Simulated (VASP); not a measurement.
# AlN (R-3m) in VASP: further runs

The runs below take AlN through single point, with PBEsol.

The COD entry that gives the cell may itself be a prediction, so a difference from it is no test against experiment.

All numbers are computed with VASP 6.6.1; they aren't measurements. Logs are shortened: lines on timing, memory, paths and dates and some standing lists are left out, and cuts for length are marked.

### 1 The cell of the first run

The structure is trigonal, space group R-3m (No. 166). Conventional cell: a = 2.812 Å, b = 2.812 Å, c = 6.684 Å, α = 90.00°, β = 90.00°, γ = 120.00°. Within 2.6 Å of Al (site symmetry -3m) lie 6 N at 1.97 Å. Within 2.6 Å of N (site symmetry -3m) lie 6 Al at 1.97 Å.

### 2 Single point, PBEsol

INCAR reads:

```
ALGO = Normal
EDIFF = 1E-6
ENCUT = 600
GGA = PS
GGA_COMPAT = F
ISIF = 2
ISMEAR = -1
LASPH = T
LCHARG = F
LREAL = F
LWAVE = F
NBANDS = 11
NELM = 120
PREC = Accurate
SIGMA = 0.02
```

KPOINTS reads:

```
k-points
0
Gamma
  8 8 8
```

POSCAR reads:

```
AlN
1.0
   -0.0393800000      1.9493100000      1.9493100000
    1.9493100000     -0.0393800000      1.9493100000
    1.9493100000      1.9493100000     -0.0393800000
Al N
1 1
Direct
    0.0000000000      0.0000000000      0.0000000000
    0.5000000000      0.5000000000      0.5000000000
```

Potentials or basis: VASP PAW PBE potentials, release 64 (Al, N).

Command:

```
$ cat potpaw_PBE.64/Al/POTCAR potpaw_PBE.64/N/POTCAR > POTCAR
$ mpirun -np 1 vasp_std > vasp.out
```

OUTCAR:

```text
EDIFF = 1E-6
   ENCUT = 600
   GGA = PS
   ISIF = 2
   ISMEAR = -1
   LASPH = T
   LREAL = F
   NELM = 120
   PREC = Accurate

 ion  position               nearest neighbor table
   1  0.000  0.000  0.000-   2 1.97   2 1.97   2 1.97   2 1.97   2 1.97   2 1.97
   2  0.500  0.500  0.500-   1 1.97   1 1.97   1 1.97   1 1.97   1 1.97   1 1.97

  LATTYP: Found a trigonal (rhomboedric) cell.
 ALAT       =     2.7570218963
 COS(alpha) =     0.4797000918

  Lattice vectors:

 A1 = (  -0.0393800000,   1.9493100000,   1.9493100000)
 A2 = (   1.9493100000,  -0.0393800000,   1.9493100000)
 A3 = (   1.9493100000,   1.9493100000,  -0.0393800000)

Analysis of symmetry for initial positions (statically):
=====================================================================
 Subroutine PRICEL returns:
 Original cell was already a primitive cell.

 Routine SETGRP: Setting up the symmetry group for a
 trigonal (rhombohedral) supercell.

 Subroutine GETGRP returns: Found 12 space group operations
 (whereof 12 operations were pure point group operations)
 out of a pool of 12 trial point group operations.

The static configuration has the point symmetry D_3d.

Analysis of symmetry for dynamics (positions and initial velocities):
=====================================================================
 Subroutine PRICEL returns:
 Original cell was already a primitive cell.

 Routine SETGRP: Setting up the symmetry group for a
 trigonal (rhombohedral) supercell.

 Subroutine GETGRP returns: Found 12 space group operations
 (whereof 12 operations were pure point group operations)
 out of a pool of 12 trial point group operations.

The dynamic configuration has the point symmetry D_3d.

 Subroutine INISYM returns: Found 12 space group operations
 (whereof 12 operations are pure point group operations),
 and found     1 'primitive' translations

----------------------------------------------------------------------------------------

                                     Primitive cell

  volume of cell :      15.2629

  direct lattice vectors                    reciprocal lattice vectors
    -0.039380000  1.949310000  1.949310000    -0.248856262  0.253987319  0.253987319
     1.949310000 -0.039380000  1.949310000     0.253987319 -0.248856262  0.253987319
     1.949310000  1.949310000 -0.039380000     0.253987319  0.253987319 -0.248856262

  length of vectors
     2.757021896  2.757021896  2.757021896     0.436976607  0.436976607  0.436976607

  position of ions in fractional coordinates (direct lattice)
     0.000000000  0.000000000  0.000000000
     0.500000000  0.500000000  0.500000000

  ion indices of the primitive-cell ions
   primitive index   ion index
                 1           1
                 2           2

----------------------------------------------------------------------------------------

 KPOINTS: k-points

Automatic generation of k-mesh.
 Grid dimensions read from file:
 generate k-points for:    8    8    8

 Generating k-lattice:

  Cartesian coordinates                     Fractional coordinates (reciprocal lattice)
    -0.031107033  0.031748415  0.031748415     0.125000000  0.000000000 -0.000000000
     0.031748415 -0.031107033  0.031748415     0.000000000  0.125000000 -0.000000000
     0.031748415  0.031748415 -0.031107033     0.000000000  0.000000000  0.125000000

  Length of vectors
     0.054622076  0.054622076  0.054622076

  Shift w.r.t. Gamma in fractional coordinates (k-lattice)
     0.000000000  0.000000000  0.000000000

 Subroutine IBZKPT returns following result:
 ===========================================

 Found     65 irreducible k-points:

 Following reciprocal coordinates:
            Coordinates               Weight
  0.000000  0.000000  0.000000      1.000000
  0.125000 -0.000000 -0.000000      6.000000
  0.250000 -0.000000 -0.000000      6.000000
  0.375000  0.000000 -0.000000      6.000000
  0.500000 -0.000000 -0.000000      3.000000
  0.125000  0.125000 -0.000000      6.000000
[... 16 lines left out ...]
  0.250000  0.125000  0.125000      6.000000
  0.375000  0.125000  0.125000      6.000000
 [... further k-points ...]
   k-points           NKPTS =     65   k-points in BZ     NKDIM =     65   number of bands    NBANDS=     11
   number of dos      NEDOS =    301   number of ions     NIONS =      2
   total plane-waves  NPLWV =  13824
   dimension x,y,z NGX =    24 NGY =   24 NGZ =   24
   dimension x,y,z NGXF=    48 NGYF=   48 NGZF=   48
   ions per type =               1   1
   NGX,Y,Z   is equivalent  to a cutoff of  14.47, 14.47, 14.47 a.u.
   NGXF,Y,Z  is equivalent  to a cutoff of  28.94, 28.94, 28.94 a.u.
 SYSTEM =  unknown system
   PREC   = accura    normal or accurate (medium, high low for compatibility)
   ISTART =      0    job   : 0-new  1-cont  2-samecut
   ICHARG =      2    charge: 1-file 2-atom 10-const
   ISPIN  =      1    spin polarized calculation?
   LNONCOLLINEAR =      F non collinear calculations
   LSORBIT =      F    spin-orbit coupling
   LASPH  =      T    aspherical Exc in radial PAW
   ENCUT  =  600.0 eV  44.10 Ry    6.64 a.u.   5.51  5.51  5.51*2*pi/ulx,y,z
   NELM   =    120;   NELMIN=  2; NELMDL= -5     # of ELM steps
   EDIFF  = 0.1E-05   stopping-criterion for ELM
   LREAL  =      F    real-space projection
   EDIFFG = 0.1E-04   stopping-criterion for IOM
   NSW    =      0    number of steps for IOM
   IBRION =     -1    ionic relax: 0-MD 1-quasi-New 2-CG
   NFREE  =      0    steps in history (QN), initial steepest desc. (CG)
   ISIF   =      2    stress and relaxation
   ISYM   =      2    0-nonsym 1-usesym 2-fastsym
   POTIM  = 0.5000    time-step for ionic-motion
   TEBEG  =    0.0;   TEEND  =   0.0 temperature during run
   PSTRESS=    0.0 pullay stress
   NELECT =       8.0000    total number of electrons
   NUPDOWN=      -1.0000    fix difference up-down
   EMIN   =  10.00;   EMAX   =-10.00  energy-range for DOS
   EFERMI =   0.00;   METHOD = LEGACY
   ISMEAR =    -1;   SIGMA  =   0.02  broadening in eV -4-tet -1-fermi 0-gaus
   EFERMI_NEDOS =   21; number of points for ismear=-14 and -15
   IALGO  =     38    algorithm
   IMIX   =      4    mixing-type and parameters
     AMIX     =   0.40;   BMIX     =  1.00
     AMIX_MAG =   1.60;   BMIX_MAG =  1.00
  volume/ion in A,a.u.               =       7.63        51.50
  Fermi-wavevector in a.u.,A,eV,Ry     =   1.319956  2.494355 23.705216  1.742284
  Thomas-Fermi vector in A             =   2.449817
   LORBIT       =      0    0 simple, 1 ext, 2 COOP (PROOUT), +10 PAW based schemes
   GGA     = PS    functional components
   LHFCALC =     F    Hartree Fock is set to
   AEXX    =    0.0000 exact exchange contribution
   IVDW    =     0    specifies the selected vdW correction
   LEPSILON=     F    determine dielectric tensor
   LRPA    =     F    only Hartree local field effects (RPA)
 non-spin polarized calculation
  energy-cutoff  :      600.00
  volume of cell :       15.26
 maximum number of plane-waves:       531
 NGX is ok and might be reduce to    24
   NGX = 11   NGY = 11   NGZ = 11

 number of electron       8.0000000 magnetization

 Free energy of the ion-electron system (eV)
  ---------------------------------------------------
  ext. energy  EPLUGINS =         0.00000000
  ---------------------------------------------------
  free energy    TOTEN  =       -15.33636660 eV

  energy without entropy =      -15.33636660  energy(sigma->0) =      -15.33636660

 E-fermi :  11.7427     XC(G=0): -12.8324

 val. band max:       11.2449020298   @ k =   0.0000   0.0000   0.0000
 cond. band min:      15.7363257914   @ k =   0.5000   0.5000  -0.0000
 fundamental gap:      4.4914237615
 Fermi energy:        11.7427368697

 k-point     1 :       0.0000    0.0000    0.0000
  band No.  band energies     occupation
      1      -7.3425      2.00000
      2      10.8139      2.00000
      3      10.8139      2.00000
      4      11.2449      2.00000
      5      17.7631      0.00000
      6      22.9005      0.00000
      7      22.9005      0.00000
      8      23.9581      0.00000
      9      28.4804      0.00000
     10      29.2459      0.00000
     11      29.2459      0.00000

 k-point     2 :       0.1250   -0.0000   -0.0000
  band No.  band energies     occupation
      1      -7.0011      2.00000
      2       9.3110      2.00000
      3      10.6119      2.00000
      4      10.9830      2.00000
      5      18.5622      0.00000
      6      21.9591      0.00000
      7      23.4362      0.00000
      8      24.2983      0.00000
      9      27.4048      0.00000
     10      27.7334      0.00000
     11      30.2500      0.00000

 k-point     3 :       0.2500   -0.0000   -0.0000
  band No.  band energies     occupation
      1      -6.0246      2.00000
      2       6.2978      2.00000
      3      10.1756      2.00000
      4      10.5038      2.00000
      5      18.5416      0.00000
      6      22.5936      0.00000
      7      23.6693      0.00000
      8      24.1322      0.00000
      9      27.2686      0.00000
     10      28.1776      0.00000
     11      29.3159      0.00000

 k-point     4 :       0.3750    0.0000   -0.0000
  band No.  band energies     occupation
      1      -4.6408      2.00000
      2       3.3994      2.00000
      3       9.7943      2.00000
      4      10.0891      2.00000
      5      17.8743      0.00000
      6      22.8461      0.00000
      7      23.2662      0.00000
      8      24.4031      0.00000
      9      28.3005      0.00000
     10      29.8118      0.00000
     11      30.9380      0.00000
[... 239 lines left out ...]
 k-point    22 :       0.1250    0.1250    0.1250
  band No.  band energies     occupation
      1      -6.9807      2.00000
      2       9.7533      2.00000
      3      10.5796      2.00000
      4      10.5796      2.00000
      5      18.3873      0.00000
      6      22.5574      0.00000
      7      23.3961      0.00000
      8      23.3961      0.00000
      9      27.4154      0.00000
     10      27.4154      0.00000
     11      29.9008      0.00000

 k-point    23 :       0.2500    0.1250    0.1250
  band No.  band energies     occupation
      1      -6.4147      2.00000
      2       8.1012      2.00000
      3       9.6669      2.00000
      4      10.5407      2.00000
      5      19.3196      0.00000
      6      21.1697      0.00000
      7      24.0555      0.00000
      8      24.0832      0.00000
      9      25.1717      0.00000
     10      28.6612      0.00000
     11      31.3179      0.00000

 k-point    24 :       0.3750    0.1250    0.1250
  band No.  band energies     occupation
      1      -5.2779      2.00000
      2       5.3521      2.00000
      3       8.9189      2.00000
      4      10.1057      2.00000
      5      19.3579      0.00000
      6      21.9032      0.00000
      7      23.0895      0.00000
      8      23.7223      0.00000
      9      26.3099      0.00000
     10      30.8176      0.00000
     11      31.3053      0.00000

 [... further k-points ...]

------------------------ aborting loop because EDIFF is reached ----------------------------------------

  FORCE on cell =-STRESS in cart. coord.  units (eV):
  Direction    XX          YY          ZZ          XY          YZ          ZX
  --------------------------------------------------------------------------------------
  -------------------------------------------------------------------------------------
  Total        2.3647309      2.3647309      2.3647309      0.6438373      0.6438373      0.6438373
  in kB      248.2311850    248.2311850    248.2311850     67.5850679     67.5850679     67.5850679
  external PRESSURE =     248.2311850 kB  Pullay stress =       0.0000000 kB

 VOLUME and BASIS-vectors are now :
 -----------------------------------------------------------------------------
  energy-cutoff  :      600.00
  volume of cell :       15.26
      direct lattice vectors                 reciprocal lattice vectors
    -0.039380000  1.949310000  1.949310000    -0.248856262  0.253987319  0.253987319
     1.949310000 -0.039380000  1.949310000     0.253987319 -0.248856262  0.253987319
     1.949310000  1.949310000 -0.039380000     0.253987319  0.253987319 -0.248856262

 POSITION                                       TOTAL-FORCE (eV/Angst)
 -----------------------------------------------------------------------------------
      0.00000      0.00000      0.00000        -0.000000      0.000000     -0.000000
      1.92962      1.92962      1.92962         0.000000     -0.000000      0.000000
 -----------------------------------------------------------------------------------
    total drift:                               -0.000000     -0.000000      0.000000

  FREE ENERGIE OF THE ION-ELECTRON SYSTEM (eV)
  ---------------------------------------------------
  free  energy   TOTEN  =       -15.3363666009 eV

  energy  without entropy=      -15.3363666009  energy(sigma->0) =      -15.33636660
```

Wall time 8.7 s (1 thread of Intel Xeon 6975P-C, shared host); peak memory 0.14 GiB.

What came out:

| Property | Result |
| --- | --- |
| Free energy | -15.3364 eV |
| Pressure | 24.8 GPa |
| Band gap on the k mesh | 4.49 eV, indirect (least direct gap 6.52 eV) |

Stress tensor (GPa, compression positive):
```
24.82  6.76  6.76
 6.76 24.82  6.76
 6.76  6.76 24.82
```

Levels at points of the mesh, in eV from the valence-band top:
```tsv
k point	band 1	band 2	band 3	band 4	band 5	band 6	band 7	band 8	band 9
(0.00, 0.00, 0.00)	-18.59	-0.43	-0.43	0.00	6.52	11.66	11.66	12.71	17.24
(0.50, 0.00, 0.00)	-15.01	-9.26	-1.60	-1.31	6.38	11.24	11.68	13.99	16.71
(0.50, 0.50, 0.00)	-13.84	-8.29	-3.55	-3.09	4.49	5.26	14.61	18.03	18.32
(0.50, 0.50, 0.50)	-14.77	-8.97	-1.76	-1.76	5.83	10.77	10.77	14.50	16.23
```

Caveat: the PAW data sets were made with another functional, which shifts forces and pressure a little.

(Part 1 of 2 ends here.)
